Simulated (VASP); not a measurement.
# MnSi (rocksalt type) in VASP: a series of runs

Runs on MnSi (rocksalt type). Level: PBE. Tasks: single point, relaxation of cell and atoms.

Program: VASP 6.6.1. These are calculated values, not measurements. Logs are shortened: lines on timing, memory, paths and dates and some standing lists are left out, and cuts for length are marked.

### Step 1. The cell of the first run

The structure is tetragonal, space group I4/mmm (No. 139). The conventional cell has a = 3.443 Å, b = 3.443 Å, c = 4.797 Å, α = 90.00°, β = 90.00°, γ = 90.00°. Mn (site symmetry 4/mmm) has 6 Si at 2.40 to 2.43 Å within 3.2 Å. Si (site symmetry 4/mmm) has 6 Mn at 2.40 to 2.43 Å within 3.2 Å.

### Step 2. Single point, PBE, collinear spin, ferromagnetic start (z stretched by -1 % at fixed volume)

Contents of INCAR:

```
PREC = Accurate
ENCUT = 520
EDIFF = 1E-7
ISMEAR = -1
SIGMA = 0.05
LREAL = False
LASPH = True
NELM = 150
ALGO = Normal
ISIF = 2
LWAVE = False
LCHARG = False
ISPIN = 2
MAGMOM = 4 0
LORBIT = 11
LMAXMIX = 4
GGA = PE
NBANDS = 20
```

Contents of KPOINTS:

```
regular mesh
0
Gamma
  15 15 15
```

Contents of POSCAR:

```
MnSi
1.0
    0.0000000000      2.4346995812      2.3982705414
    2.4346995812      0.0000000000      2.3982705414
    2.4346995812      2.4346995812      0.0000000000
Mn Si
1 1
Direct
    0.0000000000      0.0000000000      0.0000000000
    0.5000000000      0.5000000000      0.5000000000
```

Potentials or basis: VASP PAW PBE potentials, release 64 (Mn_pv, Si).

The run is started by

```console
$ cat potpaw_PBE.64/Mn_pv/POTCAR potpaw_PBE.64/Si/POTCAR > POTCAR
$ mpirun -np 1 vasp_std > vasp.out
```

OUTCAR:

```text
PREC = Accurate
   ENCUT = 520
   EDIFF = 1E-7
   ISMEAR = -1
   LREAL = False
   LASPH = True
   NELM = 150
   ISIF = 2
   ISPIN = 2
   LORBIT = 11
   GGA = PE

 ion  position               nearest neighbor table
   1  0.000  0.000  0.000-   2 2.40   2 2.40   2 2.43   2 2.43   2 2.43   2 2.43
   2  0.500  0.500  0.500-   1 2.40   1 2.40   1 2.43   1 2.43   1 2.43   1 2.43

  LATTYP: Found a body centered tetragonal cell.
 ALAT       =     3.4431851680
 C/A-ratio  =     1.3930534806

  Lattice vectors:

 A1 = (   0.0000000000,  -2.4346995812,  -2.3982705414)
 A2 = (   0.0000000000,   2.4346995812,  -2.3982705414)
 A3 = (   2.4346995812,   0.0000000000,   2.3982705414)

Analysis of symmetry for initial positions (statically):
=====================================================================
 Subroutine PRICEL returns:
 Original cell was already a primitive cell.

 Routine SETGRP: Setting up the symmetry group for a
 body centered tetragonal supercell.

 Subroutine GETGRP returns: Found 16 space group operations
 (whereof 16 operations were pure point group operations)
 out of a pool of 16 trial point group operations.

The static configuration has the point symmetry D_4h.

Analysis of symmetry for dynamics (positions and initial velocities):
=====================================================================
 Subroutine PRICEL returns:
 Original cell was already a primitive cell.

 Routine SETGRP: Setting up the symmetry group for a
 body centered tetragonal supercell.

 Subroutine GETGRP returns: Found 16 space group operations
 (whereof 16 operations were pure point group operations)
 out of a pool of 16 trial point group operations.

The dynamic configuration has the point symmetry D_4h.

Analysis of structural, dynamic, and magnetic symmetry:
=====================================================================
 Subroutine PRICEL returns:
 Original cell was already a primitive cell.

 Routine SETGRP: Setting up the symmetry group for a
 body centered tetragonal supercell.

 Subroutine GETGRP returns: Found 16 space group operations
 (whereof 16 operations were pure point group operations)
 out of a pool of 16 trial point group operations.

The overall configuration has the point symmetry D_4h.

 Subroutine INISYM returns: Found 16 space group operations
 (whereof 16 operations are pure point group operations),
 and found     1 'primitive' translations
[... 113 lines left out ...]
   IMIX   =      4    mixing-type and parameters
     AMIX     =   0.40;   BMIX     =  1.00
     AMIX_MAG =   1.60;   BMIX_MAG =  1.00
  volume/ion in A,a.u.               =      14.22        95.94
  Fermi-wavevector in a.u.,A,eV,Ry     =   1.379171  2.606256 25.879819  1.902113
  Thomas-Fermi vector in A             =   2.504165
   LORBIT       =     11    0 simple, 1 ext, 2 COOP (PROOUT), +10 PAW based schemes
   GGA     = PE    functional components
   LHFCALC =     F    Hartree Fock is set to
   AEXX    =    0.0000 exact exchange contribution
   IVDW    =     0    specifies the selected vdW correction
   LEPSILON=     F    determine dielectric tensor
   LRPA    =     F    only Hartree local field effects (RPA)
 spin polarized calculation
  energy-cutoff  :      520.00
  volume of cell :       28.43
 maximum number of plane-waves:       781
 NGX is ok and might be reduce to    28
   NGX = 13   NGY = 13   NGZ = 13

 number of electron      17.0000011 magnetization       2.4719651

 Free energy of the ion-electron system (eV)
  ---------------------------------------------------
  ext. energy  EPLUGINS =         0.00000000
  ---------------------------------------------------
  free energy    TOTEN  =       -14.15443944 eV

  energy without entropy =      -14.14307126  energy(sigma->0) =      -14.14875535

 E-fermi :   8.7977     XC(G=0): -11.6893

 val. band max:        8.7952929370   @ k =  -0.1333   0.2667   0.2000
 cond. band min:       8.7987867832   @ k =   0.3333   0.0667   0.2000
 fundamental gap:      0.0034938463
 Fermi energy:         8.7977306395

 spin component 1

 k-point     1 :       0.0000    0.0000    0.0000
  band No.  band energies     occupation
      1     -40.5171      1.00000
      2     -40.5171      1.00000
      3     -40.4984      1.00000
      4      -2.7963      1.00000
      5       6.0952      1.00000
      6       6.0952      1.00000
[... 541 lines left out ...]
     19      23.5942      0.00000
     20      25.7898      0.00000

 [... further k-points ...]

 spin component 2

 k-point     1 :       0.0000    0.0000    0.0000
  band No.  band energies     occupation
      1     -37.8243      1.00000
      2     -37.8066      1.00000
      3     -37.8066      1.00000
      4      -2.7533      1.00000
      5       8.2164      0.99999
      6       8.2197      0.99999
[... 541 lines left out ...]
     19      23.6617      0.00000
     20      26.5899      0.00000

 [... further k-points ...]

------------------------ aborting loop because EDIFF is reached ----------------------------------------

  FORCE on cell =-STRESS in cart. coord.  units (eV):
  Direction    XX          YY          ZZ          XY          YZ          ZX
  --------------------------------------------------------------------------------------
  -------------------------------------------------------------------------------------
  Total       -0.1419148     -0.1419148      0.3200835      0.0000000     -0.0000000     -0.0000000
  in kB       -7.9968555     -7.9968555     18.0366094      0.0000000     -0.0000000     -0.0000000
  external PRESSURE =       0.6809661 kB  Pullay stress =       0.0000000 kB

 VOLUME and BASIS-vectors are now :
 -----------------------------------------------------------------------------
  energy-cutoff  :      520.00
  volume of cell :       28.43
      direct lattice vectors                 reciprocal lattice vectors
     0.000000000  2.434699581  2.398270541    -0.205364146  0.205364146  0.208483568
     2.434699581  0.000000000  2.398270541     0.205364146 -0.205364146  0.208483568
     2.434699581  2.434699581  0.000000000     0.205364146  0.205364146 -0.208483568

 POSITION                                       TOTAL-FORCE (eV/Angst)
 -----------------------------------------------------------------------------------
      0.00000      0.00000      0.00000         0.000000      0.000000      0.000000
      2.43470      2.43470      2.39827         0.000000      0.000000     -0.000000
 -----------------------------------------------------------------------------------
    total drift:                               -0.000000     -0.000000      0.000000

  FREE ENERGIE OF THE ION-ELECTRON SYSTEM (eV)
  ---------------------------------------------------
  free  energy   TOTEN  =       -14.1544394389 eV

  energy  without entropy=      -14.1430712618  energy(sigma->0) =      -14.14875535

 total charge

# of ion       s       p       d       tot
------------------------------------------
    1        0.321   6.255   5.211  11.786
    2        0.788   0.898   0.000   1.686
--------------------------------------------------
tot          1.109   7.153   5.211  13.472

 magnetization (x)

# of ion       s       p       d       tot
------------------------------------------
    1        0.056   0.008   2.512   2.575
    2       -0.022  -0.091   0.000  -0.112
--------------------------------------------------
tot          0.034  -0.083   2.512   2.463
```

OSZICAR:

```text
N       E                     dE             d eps       ncg     rms          rms(c)
DAV:   1     0.127219842213E+03    0.12722E+03   -0.88969E+03 23136   0.900E+02
DAV:   2    -0.108793818318E+02   -0.13810E+03   -0.13032E+03 23832   0.266E+02
DAV:   3    -0.156328069228E+02   -0.47534E+01   -0.46969E+01 26784   0.531E+01
DAV:   4    -0.156775370875E+02   -0.44730E-01   -0.44712E-01 26184   0.518E+00
DAV:   5    -0.156781783239E+02   -0.64124E-03   -0.64122E-03 26160   0.615E-01    0.164E+01
DAV:   6    -0.169024893916E+02   -0.12243E+01   -0.10532E+01 25252   0.464E+01    0.178E+01
DAV:   7    -0.141458680239E+02    0.27566E+01   -0.51017E+00 24940   0.305E+01    0.379E+00
DAV:   8    -0.141510582291E+02   -0.51902E-02   -0.11036E-01 25624   0.279E+00    0.154E+00
DAV:   9    -0.141536418921E+02   -0.25837E-02   -0.11627E-02 25688   0.990E-01    0.783E-01
DAV:  10    -0.141541922078E+02   -0.55032E-03   -0.21156E-03 26864   0.326E-01    0.264E-01
DAV:  11    -0.141543865614E+02   -0.19435E-03   -0.30067E-04 25128   0.160E-01    0.121E-01
DAV:  12    -0.141544382636E+02   -0.51702E-04   -0.10238E-04 26084   0.111E-01    0.428E-02
DAV:  13    -0.141544353881E+02    0.28755E-05   -0.11450E-05 24972   0.248E-02    0.295E-02
DAV:  14    -0.141544386641E+02   -0.32760E-05   -0.36619E-06 25904   0.197E-02    0.939E-03
DAV:  15    -0.141544394109E+02   -0.74677E-06   -0.11217E-06 25272   0.102E-02    0.121E-03
DAV:  16    -0.141544394389E+02   -0.28017E-07   -0.10637E-07 18804   0.212E-03
   1 F= -.14154439E+02 E0= -.14148755E+02  d E =-.113682E-01  mag=     2.4719
```

It took 3.8 min on 1 thread of Intel Xeon Platinum 8488C (Sapphire Rapids), shared host; peak memory 0.36 GiB.

Results:

```
Free energy                                           : -14.1544 eV
Pressure                                              : 0.1 GPa
Net moment                                            : 2.47 μB per cell
Site moments                                          : Mn +2.58; Si -0.11 μB
Valence electrons inside the program's atomic spheres : Mn 11.79; Si 1.69
```

Stress tensor (GPa, compression positive):
```
-0.80  0.00  0.00
 0.00 -0.80  0.00
 0.00  0.00  1.80
```

Caveat: the cell differs from its parent crystal (z stretched by -1 % at fixed volume).

### Step 3. Single point, PBE, collinear spin, ferromagnetic start

Contents of INCAR:

```
SYSTEM = MnSi
PREC = Accurate
ENCUT = 520
EDIFF = 1E-7
ISMEAR = -1
SIGMA = 0.05
LREAL = .False.
LASPH = .True.
NELM = 150
ALGO = Normal
ISIF = 2
LWAVE = .False.
LCHARG = .False.
ISPIN = 2
MAGMOM = 4 0
LORBIT = 11
LMAXMIX = 4
GGA = PE
NBANDS = 20
```

Contents of KPOINTS:

```
Automatic mesh
0
Gamma
  15 15 15
  0 0 0
```

Contents of POSCAR:

```
MnSi
1.0
    0.0000000000      2.4224953662      2.4224953662
    2.4224953662      0.0000000000      2.4224953662
    2.4224953662      2.4224953662      0.0000000000
Mn Si
1 1
Direct
    0.0000000000      0.0000000000      0.0000000000
    0.5000000000      0.5000000000      0.5000000000
```

Potentials or basis: VASP PAW PBE potentials, release 64 (Mn_pv, Si).

The run is started by

```console
$ cat potpaw_PBE.64/Mn_pv/POTCAR potpaw_PBE.64/Si/POTCAR > POTCAR
$ mpirun -np 1 vasp_std > vasp.out
```

Run time: 86 s. Hardware: 1 thread of AMD EPYC 9R45 (Zen 5), shared host; peak memory 0.21 GiB.

The run converged. Its results:

```
Free energy                                           : -14.1567 eV
Pressure                                              : 0.0 GPa
Net moment                                            : 2.47 μB per cell
Site moments                                          : Mn +2.57; Si -0.11 μB
Valence electrons inside the program's atomic spheres : Mn 11.79; Si 1.69
```

Levels at points of the mesh, in eV from the Fermi level:
Spin up:
```tsv
k point	band 7	band 8	band 9	band 10	band 11	band 12	band 13	band 14
(0.00, 0.00, 0.00)	-2.68	-2.20	-2.20	3.68	3.68	3.68	10.15	10.15
```
Spin down:
```csv
k point,band 5,band 6,band 7,band 8,band 9,band 10
"(0.00, 0.00, 0.00)",-0.58,-0.58,-0.36,-0.36,-0.36,3.55
```

### Step 4. Single point, PBE, collinear spin, ferromagnetic start

Contents of INCAR:

```
SYSTEM = MnSi
PREC = Accurate ; ENCUT = 520
EDIFF = 1E-7 ; ISMEAR = -1
SIGMA = 0.05 ; LREAL = .False.
LASPH = .True. ; NELM = 150
ALGO = Normal ; ISIF = 2
LWAVE = .False. ; LCHARG = .True.
ISPIN = 2 ; MAGMOM = 4 0
LORBIT = 11 ; LMAXMIX = 4
GGA = PE ; LELF = .True.
LVHAR = .True. ; NBANDS = 20
```

Contents of KPOINTS:

```
regular mesh
0
Gamma
  15 15 15
  0 0 0
```

Contents of POSCAR:

```
MnSi
1.0
    0.0000000000      2.4224954964      2.4224954964
    2.4224954964      0.0000000000      2.4224954964
    2.4224954964      2.4224954964      0.0000000000
Mn Si
1 1
Direct
    0.0000000000      0.0000000000      0.0000000000
    0.5000000000      0.5000000000      0.5000000000
```

The run is started by

```console
$ cat potpaw_PBE.64/Mn_pv/POTCAR potpaw_PBE.64/Si/POTCAR > POTCAR
$ mpirun -np 1 vasp_std > vasp.out
```

It took 1.7 min on 1 thread of Intel Xeon Platinum 8488C (Sapphire Rapids), shared host; peak memory 0.24 GiB.

Results (log left out):

| Quantity | Value |
| --- | --- |
| Free energy | -14.1567 eV |
| Pressure | 0.0 GPa |
| Net moment | 2.47 μB per cell |
| Site moments | Mn +2.57; Si -0.11 μB |
| Valence electrons inside the program's atomic spheres | Mn 11.79; Si 1.69 |

Levels at points of the mesh, in eV from the Fermi level:
Spin up:
```csv
k point,band 6,band 7,band 8,band 9,band 10,band 11,band 12,band 13,band 14,band 15
"(0.00, 0.00, 0.00)",-2.68,-2.68,-2.20,-2.20,3.68,3.68,3.68,10.15,10.15,10.15
```
Spin down:
```
           k point  band 5  band 6  band 7  band 8  band 9  band 10
(0.00, 0.00, 0.00)   -0.58   -0.58   -0.36   -0.36   -0.36     3.55
```

### Step 5. Single point, PBE, collinear spin, ferromagnetic start (x and y stretched by -2 %, z held)

Contents of INCAR:

```
ALGO = Normal
EDIFF = 1E-6
ENCUT = 520
GGA = PE
ISIF = 2
ISMEAR = -1
ISPIN = 2
LASPH = T
LCHARG = F
LMAXMIX = 4
LORBIT = 11
LREAL = F
LWAVE = F
MAGMOM = 4 0
NBANDS = 20
NELM = 150
PREC = Accurate
SIGMA = 0.05
```

Contents of KPOINTS:

```
k-points
0
Gamma
  15 15 15
```

Contents of POSCAR:

```
MnSi
1.0
    0.0000000000      2.3740455864      2.4224954964
    2.3740455864      0.0000000000      2.4224954964
    2.3740455864      2.3740455864      0.0000000000
Mn Si
1 1
Direct
    0.0000000000      0.0000000000      0.0000000000
    0.5000000000      0.5000000000      0.5000000000
```

The run is started by

```console
$ cat potpaw_PBE.64/Mn_pv/POTCAR potpaw_PBE.64/Si/POTCAR > POTCAR
$ mpirun -np 1 vasp_std > vasp.out
```

Wall time 3.1 min (1 thread of Intel Xeon Platinum 8488C (Sapphire Rapids), shared host); peak memory 0.35 GiB.

It converged, with:

| Property | Result |
| --- | --- |
| Free energy | -14.1367 eV |
| Pressure | 4.3 GPa |
| Net moment | 2.35 μB per cell |
| Site moments | Mn +2.45; Si -0.10 μB |
| Valence electrons inside the program's atomic spheres | Mn 11.85; Si 1.71 |

Stress tensor (GPa, compression positive):
```
5.64 0.00 0.00
0.00 5.64 0.00
0.00 0.00 1.51
```

Levels at points of the mesh, in eV from the Fermi level:
Spin up:
| k point | band 6 | band 7 | band 8 | band 9 | band 10 | band 11 | band 12 | band 13 | band 14 | band 15 |
| --- | --- | --- | --- | --- | --- | --- | --- | --- | --- | --- |
| (0.00, 0.00, 0.00) | -2.65 | -2.65 | -2.21 | -2.17 | 3.86 | 3.86 | 3.90 | 10.38 | 10.40 | 10.40 |
Spin down:
```csv
k point,band 4,band 5,band 6,band 7,band 8,band 9,band 10,band 11
"(0.00, 0.00, 0.00)",-11.80,-0.68,-0.67,-0.60,-0.44,-0.44,3.75,3.75
```

Caveat: the cell differs from its parent crystal (x and y stretched by -2 %, z held).

### Step 6. Relaxation of cell and atoms, PBE, collinear spin, ferromagnetic start

This run uses another cell than the first one, of 13.56 Å³/atom, 0.954 times its volume.

Contents of INCAR:

```
PREC = Accurate
ENCUT = 600
EDIFF = 1E-7
ISMEAR = -1
SIGMA = 0.05
LREAL = F
LASPH = T
NELM = 150
ALGO = Normal
ISIF = 3
LWAVE = F
LCHARG = F
ISPIN = 2
MAGMOM = 4 0
LORBIT = 11
LMAXMIX = 4
GGA = PE
IBRION = 2
NSW = 100
EDIFFG = -0.005
```

Contents of KPOINTS:

```
regular mesh
0
Gamma
  15 15 15
```

Contents of POSCAR:

```
MnSi
1.0
    0.0000000000      2.3846291566      2.3846291566
    2.3846291566      0.0000000000      2.3846291566
    2.3846291566      2.3846291566      0.0000000000
Mn Si
1 1
Direct
    0.0000000000      0.0000000000      0.0000000000
    0.5000000000      0.5000000000      0.5000000000
```

Potentials or basis: VASP PAW PBE potentials, release 64 (Mn_pv, Si).

The run is started by

```console
$ cat potpaw_PBE.64/Mn_pv/POTCAR potpaw_PBE.64/Si/POTCAR > POTCAR
$ mpirun -np 1 vasp_std > vasp.out
```

Wall time 3.2 min (1 thread of Intel Xeon Platinum 8488C (Sapphire Rapids), shared host); peak memory 0.24 GiB.

The run converged. Its results:

```yaml
Free_energy: -14.1563 eV
Relaxed_volume: 14.22 Å³/atom
Relaxed_cell: a = 3.426 Å, b = 3.426 Å, c = 3.426 Å, α = 60.00°, β = 60.00°, γ = 60.00°
Space_group_after_relaxing_to_0.05_Å: Fm-3m (No. 225)
Energy_gained_by_relaxing: 10.3 meV/atom
Ionic_steps: 3
Pressure_after_relaxing: 0.0 GPa
Net_moment: 2.47 μB per cell
Site_moments: Mn +2.57; Si -0.11 μB
Valence_electrons_inside_the_program's_atomic_spheres: Mn 11.79; Si 1.69
```

Step by step:
```tsv
step	energy change (eV)	largest force (eV/Å)	pressure (GPa)	volume (Å³)
1	0.0000	0.0000	5.32	27.12
2	-0.0181	0.0000	-1.53	28.93
3	-0.0206	0.0000	-0.02	28.43
```

Final structure:
```xyz
2
Lattice="0.0000 2.4225 2.4225 2.4225 0.0000 2.4225 2.4225 2.4225 0.0000" Properties=species:S:1:pos:R:3 pbc="T T T"
Mn    0.0000    0.0000    0.0000
Si    2.4225    2.4225    2.4225
```

Levels at points of the mesh, in eV from the Fermi level:
Spin up:
| k point | band 6 | band 7 | band 8 | band 9 | band 10 | band 11 | band 12 | band 13 | band 14 |
| --- | --- | --- | --- | --- | --- | --- | --- | --- | --- |
| (0.00, 0.00, 0.00) | -2.68 | -2.68 | -2.20 | -2.20 | 3.68 | 3.68 | 3.68 | 10.15 | 10.15 |
Spin down:
```csv
k point,band 4,band 5,band 6,band 7,band 8,band 9,band 10,band 11
"(0.00, 0.00, 0.00)",-11.55,-0.58,-0.58,-0.36,-0.36,-0.36,3.55,3.55
```

### Step 7. Overview

| task | cell | cutoff (eV) | gap on the mesh (eV) | pressure (GPa) | moment (μB) |
| --- | --- | --- | --- | --- | --- |
| single point | a = 3.418, b = 3.418, c = 3.443 Å, angles 59.8, 59.8, 60.5°, 2 atoms | 520 | none | 0.1 | 2.47 |
| single point | a = 3.426 Å, angles 60.0°, 2 atoms | 520 | none | 0.0 | 2.47 |
| single point | a = 3.392, b = 3.392, c = 3.357 Å, angles 60.3, 60.3, 59.3°, 2 atoms | 520 | none | 4.3 | 2.35 |
| relaxation of cell and atoms | relaxed from a = 3.372 Å, angles 60.0°, 2 atoms | 600 | none | 0.0 | 2.47 |

Alike in all rows: level PBE; potentials or basis VASP PAW PBE potentials, release 64 (Mn_pv, Si); spin collinear, ferromagnetic start; k mesh 15 × 15 × 15; smearing fermi-dirac 0.05 eV.

Absolute energies hang on the potentials; compare differences alone.
